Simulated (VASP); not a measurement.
# Te2Mo in VASP: a series of runs

Runs on Te2Mo. Level: PBE+D3(BJ). Tasks: single point.

All numbers are computed with VASP 6.6.1; they aren't measurements. Logs are shortened: lines on timing, memory, paths and dates and some standing lists are left out, and cuts for length are marked.

## (1) The cell of the first run

The cell holds a slab with vacuum, 6 atoms: a = 3.504 Å, b = 3.504 Å, c = 24.768 Å, α = 90.00°, β = 90.00°, γ = 120.00°.

## (2) Single point, PBE+D3(BJ)

INCAR

```
SYSTEM = Te2Mo
PREC = Accurate
ENCUT = 520
EDIFF = 1E-6
ISMEAR = 0
SIGMA = 0.05
LREAL = .FALSE.
LASPH = .TRUE.
NELM = 100
ALGO = Normal
ISIF = 2
LWAVE = .FALSE.
LCHARG = .TRUE.
LDIPOL = .TRUE.
IDIPOL = 3
DIPOL = 0.5 0.5 0.399
GGA = PE
IVDW = 12
LELF = .TRUE.
LVHAR = .TRUE.
LVACPOTAV = .TRUE.
NBANDS = 35
```

KPOINTS

```
Automatic mesh
0
G
  9 9 1
  0 0 0
```

POSCAR

```
Te2Mo
1.0
    3.5038816881      0.0000000000      0.0000000000
   -1.7519408440      3.0344505538      0.0000000000
    0.0000000000      0.0000000000     24.7677198395
Te Mo
4 2
Direct
    0.3333333333      0.6666666667      0.1816881017
    0.3333333333      0.6666666667      0.3284056818
    0.3333333333      1.0000000000      0.4689111470
    0.3333333333      1.0000000000      0.6156287272
    0.6666666667      0.3333333333      0.2550468917
    0.6666666667      0.6666666667      0.5422699371
```

Potentials or basis: VASP PAW PBE potentials, release 64 (Te, Mo_sv).

Run with:

```sh
$ cat potpaw_PBE.64/Te/POTCAR potpaw_PBE.64/Mo_sv/POTCAR > POTCAR
$ mpirun -np 1 vasp_std > vasp.out
```

OUTCAR:

```text
SYSTEM = Te2Mo
   PREC = Accurate
   ENCUT = 520
   EDIFF = 1E-6
   ISMEAR = 0
   LREAL = .FALSE.
   LASPH = .TRUE.
   NELM = 100
   ISIF = 2
   GGA = PE
   IVDW = 12
 IVDW          = 12

 ion  position               nearest neighbor table
   1  0.333  0.667  0.182-   5 2.72   5 2.72   5 2.72   2 3.63
   2  0.333  0.667  0.328-   5 2.72   5 2.72   5 2.72   1 3.63   3 3.67
   3  0.333  0.000  0.469-   6 2.72   6 2.72   6 2.72   4 3.63   2 3.67
   4  0.333  0.000  0.616-   6 2.72   6 2.72   6 2.72   3 3.63
   5  0.667  0.333  0.255-   1 2.72   1 2.72   1 2.72   2 2.72   2 2.72   2 2.72
   6  0.667  0.667  0.542-   4 2.72   3 2.72   4 2.72   3 2.72   4 2.72   3 2.72

  LATTYP: Found a hexagonal cell.
 ALAT       =     3.5038816881
 C/A-ratio  =     7.0686518679

  Lattice vectors:

 A1 = (   3.5038816881,   0.0000000000,   0.0000000000)
 A2 = (  -1.7519408440,   3.0344505538,   0.0000000000)
 A3 = (   0.0000000000,   0.0000000000,  24.7677198395)

Analysis of symmetry for initial positions (statically):
=====================================================================
 Subroutine PRICEL returns:
 Original cell was already a primitive cell.

 Routine SETGRP: Setting up the symmetry group for a
 hexagonal supercell.

 Subroutine GETGRP returns: Found  2 space group operations
 (whereof  1 operations were pure point group operations)
 out of a pool of 24 trial point group operations.

The static configuration has the point symmetry C_1 .
 The point group associated with its full space group is C_2 .

Analysis of symmetry for dynamics (positions and initial velocities):
=====================================================================
 Subroutine PRICEL returns:
 Original cell was already a primitive cell.

 Routine SETGRP: Setting up the symmetry group for a
 hexagonal supercell.

 Subroutine GETGRP returns: Found  2 space group operations
 (whereof  1 operations were pure point group operations)
 out of a pool of 24 trial point group operations.

The dynamic configuration has the point symmetry C_1 .
 The point group associated with its full space group is C_2 .

 Subroutine INISYM returns: Found  2 space group operations
 (whereof  1 operations are pure point group operations),
 and found     1 'primitive' translations

----------------------------------------------------------------------------------------

                                     Primitive cell

  volume of cell :     263.3392

  direct lattice vectors                    reciprocal lattice vectors
     3.503881688  0.000000000  0.000000000     0.285397764  0.164774476  0.000000000
[... 104 lines left out ...]
   NELECT =      52.0000    total number of electrons
   NUPDOWN=      -1.0000    fix difference up-down
   EMIN   =  10.00;   EMAX   =-10.00  energy-range for DOS
   EFERMI =   0.00;   METHOD = LEGACY
   ISMEAR =     0;   SIGMA  =   0.05  broadening in eV -4-tet -1-fermi 0-gaus
   EFERMI_NEDOS =   21; number of points for ismear=-14 and -15
   IALGO  =     38    algorithm
   IMIX   =      4    mixing-type and parameters
     AMIX     =   0.40;   BMIX     =  1.00
     AMIX_MAG =   1.60;   BMIX_MAG =  1.00
  volume/ion in A,a.u.               =      43.89       296.18
  Fermi-wavevector in a.u.,A,eV,Ry     =   0.953317  1.801508 12.365161  0.908814
  Thomas-Fermi vector in A             =   2.081961
   LORBIT       =      0    0 simple, 1 ext, 2 COOP (PROOUT), +10 PAW based schemes
   GGA     = PE    functional components
   LHFCALC =     F    Hartree Fock is set to
   AEXX    =    0.0000 exact exchange contribution
   IVDW    =    12    specifies the selected vdW correction
   LEPSILON=     F    determine dielectric tensor
   LRPA    =     F    only Hartree local field effects (RPA)
 non-spin polarized calculation
 Gauss-broadening in eV      SIGMA  =   0.05
  energy-cutoff  :      520.00
  volume of cell :      263.34
 maximum number of plane-waves:      7173
 NGX is ok and might be reduce to    28
   NGX = 13   NGY = 13   NGZ = 93

 dipolmoment           0.000000      0.000000     -0.000000 electrons x Angstroem

 number of electron      51.9999998 magnetization

 dipolmoment           0.000000      0.000000      0.000000 electrons x Angstroem

 Free energy of the ion-electron system (eV)
  ---------------------------------------------------
  ext. energy  EPLUGINS =         0.00000000
  ---------------------------------------------------
  free energy    TOTEN  =       -35.92694624 eV

  energy without entropy =      -35.92694624  energy(sigma->0) =      -35.92694624

 E-fermi :   2.7546     XC(G=0):  -6.3903

 val. band max:        2.4958378136   @ k =   0.3333   0.3333   0.0000
 cond. band min:       3.5734926207   @ k =   0.2222   0.2222   0.0000
 fundamental gap:      1.0776548071
 Fermi energy:         2.7545826533

 k-point     1 :       0.0000    0.0000    0.0000
  band No.  band energies     occupation
      1     -58.1801      2.00000
      2     -58.1801      2.00000
      3     -32.3585      2.00000
      4     -32.3585      2.00000
      5     -32.2135      2.00000
      6     -32.2135      2.00000
[... 901 lines left out ...]
     34       6.4643      0.00000
     35       7.1641      0.00000

 [... further k-points ...]

------------------------ aborting loop because EDIFF is reached ----------------------------------------

 Edisp (eV)   -2.78868

 E8    (eV) :    -1.3193

  FORCE on cell =-STRESS in cart. coord.  units (eV):
  Direction    XX          YY          ZZ          XY          YZ          ZX
  --------------------------------------------------------------------------------------
  -------------------------------------------------------------------------------------
  Total      -0.18851    -0.04419     0.25819    -0.12499     0.54707    -0.31585
  in kB      -1.14693    -0.26885     1.57086    -0.76044     3.32839    -1.92165
  external pressure =        0.05 kB  Pullay stress =        0.00 kB

 VOLUME and BASIS-vectors are now :
 -----------------------------------------------------------------------------
  energy-cutoff  :      520.00
  volume of cell :      263.34
      direct lattice vectors                 reciprocal lattice vectors
     3.503881688  0.000000000  0.000000000     0.285397764  0.164774476  0.000000000
    -1.751940844  3.034450554  0.000000000     0.000000000  0.329548952  0.000000000
     0.000000000  0.000000000 24.767719839     0.000000000  0.000000000  0.040375134

 POSITION                                       TOTAL-FORCE (eV/Angst)
 -----------------------------------------------------------------------------------
     -0.00000      2.02297      4.50000         0.001817      0.004499      0.001671
     -0.00000      2.02297      8.13386         0.058458     -0.106713     -0.073786
      1.16796      0.00000     11.61386        -0.063188      0.103982      0.073786
      1.16796      0.00000     15.24772         0.004805     -0.000676     -0.001671
      1.75194      1.01148      6.31693         0.016178     -0.030205     -0.010822
      1.16796      2.02297     13.43079        -0.018070      0.029113      0.010822
 -----------------------------------------------------------------------------------
    total drift:                                0.000490      0.000293      0.000037

  FREE ENERGIE OF THE ION-ELECTRON SYSTEM (eV)
  ---------------------------------------------------
  free  energy   TOTEN  =       -38.7156276303 eV

  energy  without entropy=      -38.7156276303  energy(sigma->0) =      -38.71562763

 vacuum level on the upper side and lower side of the slab         7.314         7.314
```

OSZICAR:

```text
N       E                     dE             d eps       ncg     rms          rms(c)
DAV:   1     0.386304701189E+03    0.38630E+03   -0.26021E+04  2126   0.124E+03
DAV:   2    -0.118948634911E+02   -0.39820E+03   -0.38663E+03  2226   0.284E+02
DAV:   3    -0.363659133375E+02   -0.24471E+02   -0.24059E+02  2196   0.616E+01
[... 16 lines left out ...]
DAV:  20    -0.359269241711E+02   -0.32177E-04   -0.15090E-06  1448   0.500E-03    0.108E-02
DAV:  21    -0.359269366073E+02   -0.12436E-04   -0.28590E-07  1326   0.205E-03    0.731E-03
DAV:  22    -0.359269443561E+02   -0.77489E-05   -0.34305E-07  1302   0.179E-03    0.268E-03
DAV:  23    -0.359269459346E+02   -0.15784E-05   -0.70395E-08  1143   0.641E-04    0.764E-04
DAV:  24    -0.359269462443E+02   -0.30977E-06   -0.30236E-08  1014   0.658E-04
   1 F= -.38715628E+02 E0= -.38715628E+02  d E =-.163700E-14
```

Wall time 10 min (1 thread of AMD EPYC 7R13, shared host); peak memory 0.48 GiB.

Results:

```
Free energy                : -38.7156 eV
Largest force              : 0.142 eV/Å
Band gap on the k mesh     : 1.08 eV, indirect (least direct gap 1.15 eV)
Dispersion energy per atom : -0.465 eV
```

Forces in eV/Å, atoms in the order of the input:
```
Te   0.002  0.004  0.002
Te   0.058 -0.107 -0.074
Te  -0.063  0.104  0.074
Te   0.005 -0.001 -0.002
Mo   0.016 -0.030 -0.011
Mo  -0.018  0.029  0.011
```

Caveat: spin-orbit coupling is left out, which moves the levels of the heavy elements.

## (3) Single point, PBE+D3(BJ)

INCAR

```
SYSTEM = Te2Mo
  PREC = Accurate
  ENCUT = 520
  EDIFF = 1E-6
  ISMEAR = 0
  SIGMA = 0.05
  LREAL = .False.
  LASPH = .True.
  NELM = 100
  ALGO = Normal
  ISIF = 2
  LWAVE = .False.
  LCHARG = .False.
  LDIPOL = .True.
  IDIPOL = 3
  DIPOL = 0.5 0.5 0.399
  GGA = PE
  IVDW = 12
  NBANDS = 35
```

KPOINTS

```
Automatic mesh
0
Gamma
  9 9 1
  0 0 0
```

POSCAR

```
Te2Mo
1.0
    3.5038816881      0.0000000000      0.0000000000
   -1.7519408440      3.0344505538      0.0000000000
    0.0000000000      0.0000000000     24.7677198395
Te Mo
4 2
Direct
    0.3333333333      0.6666666667      0.1816881017
    0.3333333333      0.6666666667      0.3284056818
    0.3333333333      0.8333333333      0.4689111470
    0.3333333333      0.8333333333      0.6156287272
    0.6666666667      0.3333333333      0.2550468917
    0.6666666667      0.5000000000      0.5422699371
```

Potentials or basis: VASP PAW PBE potentials, release 64 (Te, Mo_sv).

Run with:

```sh
$ cat potpaw_PBE.64/Te/POTCAR potpaw_PBE.64/Mo_sv/POTCAR > POTCAR
$ mpirun -np 1 vasp_std > vasp.out
```

Run time: 9.6 min. Hardware: 1 thread of AMD EPYC 7R13, shared host; peak memory 0.48 GiB.

The run converged. Its results:

- Free energy: -38.6124 eV
- Largest force: 0.330 eV/Å
- Band gap on the k mesh: 1.04 eV, indirect (least direct gap 1.13 eV)
- Dispersion energy per atom: -0.465 eV

Forces on the atoms (eV/Å):
```
Te   0.000  0.004  0.000
Te   0.066 -0.117 -0.301
Te  -0.069  0.116  0.301
Te   0.003 -0.002  0.000
Mo   0.019 -0.033 -0.058
Mo  -0.019  0.033  0.058
```

Levels at points of the mesh, in eV from the valence-band top:
| k point | band 22 | band 23 | band 24 | band 25 | band 26 | band 27 | band 28 | band 29 | band 30 | band 31 |
| --- | --- | --- | --- | --- | --- | --- | --- | --- | --- | --- |
| (0.00, 0.00, 0.00) | -0.88 | -0.87 | -0.86 | -0.77 | -0.03 | 3.04 | 3.08 | 3.18 | 3.20 | 3.37 |

Caveat: spin-orbit coupling is left out, which moves the levels of the heavy elements.
